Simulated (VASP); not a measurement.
# AlN (P6_3mc) in VASP: relaxation of cell and atoms with r2SCAN

Aim: the relaxation of cell and atoms of AlN with r2SCAN.

All numbers are computed with VASP 6.6.1; they aren't measurements. Logs are shortened: lines on timing, memory, paths and dates and some standing lists are left out, and cuts for length are marked.

## 1. The cell of the first run

The structure is hexagonal, space group P6_3mc (No. 186). The conventional cell has a = 3.113 Å, b = 3.113 Å, c = 4.981 Å, α = 90.00°, β = 90.00°, γ = 120.00°. Al (site symmetry 3m) has 4 N at 1.89 Å within 2.5 Å. Within 2.5 Å of N (site symmetry 3m) lie 4 Al at 1.89 Å.

## 2. Relaxation of cell and atoms, r2SCAN

POSCAR

```
AlN
1.0
    3.1130000000      0.0000000000      0.0000000000
   -1.5565000000      2.6959370820      0.0000000000
    0.0000000000      0.0000000000      4.9810000000
Al N
2 2
Direct
    0.3333333333      0.6666666667      0.0000000000
    0.6666666667      0.3333333333      0.5000000000
    0.3333333333      0.6666666667      0.3800000000
    0.6666666667      0.3333333333      0.8800000000
```

INCAR.step1

```
  PREC = Accurate
  ENCUT = 600
  ISMEAR = -1
  SIGMA = 0.1
  LREAL = F
  LASPH = T
  NELM = 100
  GGA = PE
  ALGO = Normal
  EDIFF = 1E-4
  LWAVE = T
  LCHARG = F
```

INCAR.step2

```
  PREC = Accurate
  ENCUT = 600
  EDIFF = 1E-7
  ISMEAR = -1
  SIGMA = 0.1
  LREAL = F
  LASPH = T
  NELM = 100
  ALGO = Normal
  ISIF = 3
  LWAVE = F
  LCHARG = F
  METAGGA = R2SCAN
  LMIXTAU = T
  IBRION = 2
  NSW = 100
  EDIFFG = -0.002
  ISTART = 1
```

KPOINTS

```
regular mesh
0
Gamma
  16 16 8
```

Potentials or basis: VASP PAW PBE potentials, release 64 (Al, N).

The run is started by

```sh
$ cat potpaw_PBE.64/Al/POTCAR potpaw_PBE.64/N/POTCAR > POTCAR
$ cp INCAR.step1 INCAR
$ mpirun -np 1 vasp_std > vasp.out
$ cp INCAR.step2 INCAR
$ mpirun -np 1 vasp_std > vasp.out
```

OUTCAR:

```text
PREC = Accurate
   ENCUT = 600
   EDIFF = 1E-7
   ISMEAR = -1
   LREAL = F
   LASPH = T
   NELM = 100
   ISIF = 3
   METAGGA = R2SCAN
   IBRION = 2
   NSW = 100
   EDIFFG = -0.002
   ISTART = 1

 ion  position               nearest neighbor table
   1  0.333  0.667  0.000-   3 1.89   4 1.89   4 1.89   4 1.89   2 3.07   2 3.07   2 3.07   2 3.07
                             2 3.07   2 3.07
   2  0.667  0.333  0.500-   4 1.89   3 1.89   3 1.89   3 1.89   1 3.07   1 3.07   1 3.07   1 3.07
                             1 3.07   1 3.07
   3  0.333  0.667  0.380-   1 1.89   2 1.89   2 1.89   2 1.89
   4  0.667  0.333  0.880-   2 1.89   1 1.89   1 1.89   1 1.89

  LATTYP: Found a hexagonal cell.
 ALAT       =     3.1130000000
 C/A-ratio  =     1.6000642467

  Lattice vectors:

 A1 = (   3.1130000000,   0.0000000000,   0.0000000000)
 A2 = (  -1.5565000000,   2.6959370820,   0.0000000000)
 A3 = (   0.0000000000,   0.0000000000,   4.9810000000)

Analysis of symmetry for initial positions (statically):
=====================================================================
 Subroutine PRICEL returns:
 Original cell was already a primitive cell.

 Routine SETGRP: Setting up the symmetry group for a
 hexagonal supercell.

 Subroutine GETGRP returns: Found 12 space group operations
 (whereof  6 operations were pure point group operations)
 out of a pool of 24 trial point group operations.

The static configuration has the point symmetry C_3v.
 The point group associated with its full space group is C_6v.

Analysis of symmetry for dynamics (positions and initial velocities):
=====================================================================
 Subroutine PRICEL returns:
 Original cell was already a primitive cell.

 Routine SETGRP: Setting up the symmetry group for a
 hexagonal supercell.

 Subroutine GETGRP returns: Found 12 space group operations
 (whereof  6 operations were pure point group operations)
 out of a pool of 24 trial point group operations.

The dynamic configuration has the point symmetry C_3v.
 The point group associated with its full space group is C_6v.

 Subroutine INISYM returns: Found 12 space group operations
 (whereof  6 operations are pure point group operations),
 and found     1 'primitive' translations

----------------------------------------------------------------------------------------

                                     Primitive cell

  volume of cell :      41.8028

  direct lattice vectors                    reciprocal lattice vectors
     3.113000000  0.000000000  0.000000000     0.321233537  0.185464269  0.000000000
    -1.556500000  2.695937082  0.000000000     0.000000000  0.370928538  0.000000000
     0.000000000  0.000000000  4.981000000     0.000000000  0.000000000  0.200762899

  length of vectors
     3.113000000  3.113000000  4.981000000     0.370928538  0.370928538  0.200762899

  position of ions in fractional coordinates (direct lattice)
     0.333333333  0.666666667  0.000000000
     0.666666667  0.333333333  0.500000000
     0.333333333  0.666666667  0.380000000
     0.666666667  0.333333333  0.880000000

  ion indices of the primitive-cell ions
   primitive index   ion index
                 1           1
                 2           2
                 3           3
                 4           4

----------------------------------------------------------------------------------------

 KPOINTS: regular mesh

Automatic generation of k-mesh.
 Grid dimensions read from file:
 generate k-points for:   16   16    8

 Generating k-lattice:

  Cartesian coordinates                     Fractional coordinates (reciprocal lattice)
     0.020077096  0.011591517  0.000000000     0.062500000  0.000000000  0.000000000
     0.000000000  0.023183034  0.000000000     0.000000000  0.062500000  0.000000000
     0.000000000  0.000000000  0.025095362     0.000000000  0.000000000  0.125000000

  Length of vectors
     0.023183034  0.023183034  0.025095362

  Shift w.r.t. Gamma in fractional coordinates (k-lattice)
     0.000000000  0.000000000  0.000000000

 Subroutine IBZKPT returns following result:
 ===========================================

 Found    150 irreducible k-points:

 Following reciprocal coordinates:
            Coordinates               Weight
  0.000000  0.000000  0.000000      1.000000
  0.062500  0.000000  0.000000      6.000000
  0.125000  0.000000  0.000000      6.000000
  0.187500  0.000000  0.000000      6.000000
  0.250000  0.000000  0.000000      6.000000
  0.312500  0.000000  0.000000      6.000000
[... 16 lines left out ...]
  0.187500  0.187500  0.000000      6.000000
  0.250000  0.187500  0.000000     12.000000
 [... further k-points ...]
   k-points           NKPTS =    150   k-points in BZ     NKDIM =    150   number of bands    NBANDS=     12
   number of dos      NEDOS =    301   number of ions     NIONS =      4
   total plane-waves  NPLWV =  31360
   dimension x,y,z NGX =    28 NGY =   28 NGZ =   40
   dimension x,y,z NGXF=    56 NGYF=   56 NGZF=   80
   ions per type =               2   2
   NGX,Y,Z   is equivalent  to a cutoff of  14.95, 14.95, 13.35 a.u.
   NGXF,Y,Z  is equivalent  to a cutoff of  29.91, 29.91, 26.70 a.u.
 SYSTEM =  unknown system
   PREC   = accura    normal or accurate (medium, high low for compatibility)
   ISTART =      1    job   : 0-new  1-cont  2-samecut
   ICHARG =      0    charge: 1-file 2-atom 10-const
   ISPIN  =      1    spin polarized calculation?
   LNONCOLLINEAR =      F non collinear calculations
   LSORBIT =      F    spin-orbit coupling
   LASPH  =      T    aspherical Exc in radial PAW
   ENCUT  =  600.0 eV  44.10 Ry    6.64 a.u.   6.22  6.22  9.95*2*pi/ulx,y,z
   NELM   =    100;   NELMIN=  2; NELMDL=  0     # of ELM steps
   EDIFF  = 0.1E-06   stopping-criterion for ELM
   LREAL  =      F    real-space projection
   EDIFFG = -.2E-02   stopping-criterion for IOM
   NSW    =    100    number of steps for IOM
   IBRION =      2    ionic relax: 0-MD 1-quasi-New 2-CG
   NFREE  =      1    steps in history (QN), initial steepest desc. (CG)
   ISIF   =      3    stress and relaxation
   ISYM   =      2    0-nonsym 1-usesym 2-fastsym
   POTIM  = 0.5000    time-step for ionic-motion
   TEBEG  =    0.0;   TEEND  =   0.0 temperature during run
   PSTRESS=    0.0 pullay stress
   NELECT =      16.0000    total number of electrons
   NUPDOWN=      -1.0000    fix difference up-down
   EMIN   =  10.00;   EMAX   =-10.00  energy-range for DOS
   EFERMI =   0.00;   METHOD = LEGACY
   ISMEAR =    -1;   SIGMA  =   0.10  broadening in eV -4-tet -1-fermi 0-gaus
   EFERMI_NEDOS =   21; number of points for ismear=-14 and -15
   IALGO  =     38    algorithm
   IMIX   =      4    mixing-type and parameters
     AMIX     =   0.40;   BMIX     =  1.00
     AMIX_MAG =   1.60;   BMIX_MAG =  1.00
  volume/ion in A,a.u.               =      10.45        70.52
  Fermi-wavevector in a.u.,A,eV,Ry     =   1.188629  2.246183 19.222843  1.412839
  Thomas-Fermi vector in A             =   2.324754
   LORBIT       =      0    0 simple, 1 ext, 2 COOP (PROOUT), +10 PAW based schemes
   METAGGA = R2SCAN    functional components
   LHFCALC =     F    Hartree Fock is set to
   AEXX    =    0.0000 exact exchange contribution
   IVDW    =     0    specifies the selected vdW correction
   LEPSILON=     F    determine dielectric tensor
   LRPA    =     F    only Hartree local field effects (RPA)
 conjugate gradient relaxation of ions
 non-spin polarized calculation
  energy-cutoff  :      600.00
  volume of cell :       41.80
 maximum number of plane-waves:      1418
 NGX is ok and might be reduce to    28
   NGX = 13   NGY = 13   NGZ = 19

--------------------------------------- Ionic step        1  -------------------------------------------

 number of electron      16.0000000 magnetization

 Free energy of the ion-electron system (eV)
  ---------------------------------------------------
  ext. energy  EPLUGINS =         0.00000000
  ---------------------------------------------------
  free energy    TOTEN  =       -38.45373666 eV

  energy without entropy =      -38.45373666  energy(sigma->0) =      -38.45373666

------------------------ aborting loop because EDIFF is reached ----------------------------------------

  FORCE on cell =-STRESS in cart. coord.  units (eV):
  Direction    XX          YY          ZZ          XY          YZ          ZX
  --------------------------------------------------------------------------------------
  -------------------------------------------------------------------------------------
  Total       -0.4832751     -0.4832751     -0.0087363      0.0000000      0.0000000      0.0000000
  in kB      -18.5224992    -18.5224992     -0.3348379      0.0000000      0.0000000      0.0000000
  external PRESSURE =     -12.4599454 kB  Pullay stress =       0.0000000 kB
[... 289 lines left out ...]
  energy  without entropy=      -38.4559369314  energy(sigma->0) =      -38.45593693

--------------------------------------- Ionic step        9  -------------------------------------------

 number of electron      15.9999999 magnetization

 Free energy of the ion-electron system (eV)
  ---------------------------------------------------
  ext. energy  EPLUGINS =         0.00000000
  ---------------------------------------------------
  free energy    TOTEN  =       -38.45593709 eV

  energy without entropy =      -38.45593709  energy(sigma->0) =      -38.45593709

 E-fermi :   7.9742     XC(G=0): -11.4230

 val. band max:        5.9328947278   @ k =   0.0000   0.0000   0.0000
 cond. band min:      10.8648749706   @ k =   0.0000   0.0000   0.0000
 fundamental gap:      4.9319802428
 Fermi energy:         7.9742031816

 k-point     1 :       0.0000    0.0000    0.0000
  band No.  band energies     occupation
      1     -10.0581      2.00000
      2      -7.9316      2.00000
      3      -0.1437      2.00000
      4       5.0456      2.00000
      5       5.0456      2.00000
      6       5.7067      2.00000
      7       5.7067      2.00000
      8       5.9329      2.00000
      9      10.8649      0.00000
     10      13.4840      0.00000
     11      17.5591      0.00000
     12      17.9859      0.00000
[... 331 lines left out ...]
 k-point    24 :       0.2500    0.1875    0.0000
  band No.  band energies     occupation
      1      -8.5132      2.00000
      2      -7.3531      2.00000
      3       1.4924      2.00000
      4       1.8677      2.00000
      5       2.0174      2.00000
      6       3.5039      2.00000
      7       4.5076      2.00000
      8       4.8226      2.00000
      9      12.8875      0.00000
     10      14.1603      0.00000
     11      15.3507      0.00000
     12      16.6450      0.00000

 [... further k-points ...]
[... 5 lines left out ...]
  --------------------------------------------------------------------------------------
  -------------------------------------------------------------------------------------
  Total       -0.0028066     -0.0028066     -0.0077185      0.0000000      0.0000000     -0.0000000
  in kB       -0.1082129     -0.1082129     -0.2976001      0.0000000      0.0000000     -0.0000000
  external PRESSURE =      -0.1713420 kB  Pullay stress =       0.0000000 kB
[... 19 lines left out ...]
  FREE ENERGIE OF THE ION-ELECTRON SYSTEM (eV)
  ---------------------------------------------------
  free  energy   TOTEN  =       -38.4559370946 eV

  energy  without entropy=      -38.4559370945  energy(sigma->0) =      -38.45593709

 reached required accuracy - stopping structural energy minimisation
```

It took 19 min on 1 thread of Intel Xeon 6975P-C (Granite Rapids), shared host; peak memory 0.25 GiB.

What came out:

| Item | Value |
| --- | --- |
| Free energy | -38.4559 eV |
| Relaxed volume | 10.39 Å³/atom |
| Relaxed cell | a = 3.105 Å, b = 3.105 Å, c = 4.976 Å, α = 90.00°, β = 90.00°, γ = 120.00° |
| Space group after relaxing (to 0.1 Å) | P6_3mc (No. 186) |
| Energy gained by relaxing | 0.6 meV/atom |
| Ionic steps | 9 |
| Pressure after relaxing | 0.0 GPa |
| Band gap on the k mesh | 4.93 eV |

The path:
```tsv
step	energy change (eV)	largest force (eV/Å)	pressure (GPa)	volume (Å³)
1	0.0000	0.1251	-1.25	41.80
2	0.0001	0.0987	1.28	41.31
3	-0.0021	0.0148	-0.03	41.56
4	-0.0021	0.0122	0.00	41.56
5	-0.0022	0.0067	0.01	41.55
6	-0.0022	0.0009	0.03	41.54
7	-0.0022	0.0023	0.03	41.55
8	-0.0022	0.0024	-0.03	41.56
9	-0.0022	0.0014	-0.02	41.55
```

Final structure:
```
Al N
1.0
     3.10530    0.00000    0.00000
    -1.55265    2.68927    0.00000
     0.00000    0.00000    4.97591
Al N
2 2
Direct
  0.33333 0.66667 0.99916
  0.66667 0.33333 0.49916
  0.33333 0.66667 0.38084
  0.66667 0.33333 0.88084
```

Caveat: the PAW data sets were made with another functional, which shifts forces and pressure a little. A k mesh can miss the band edges.
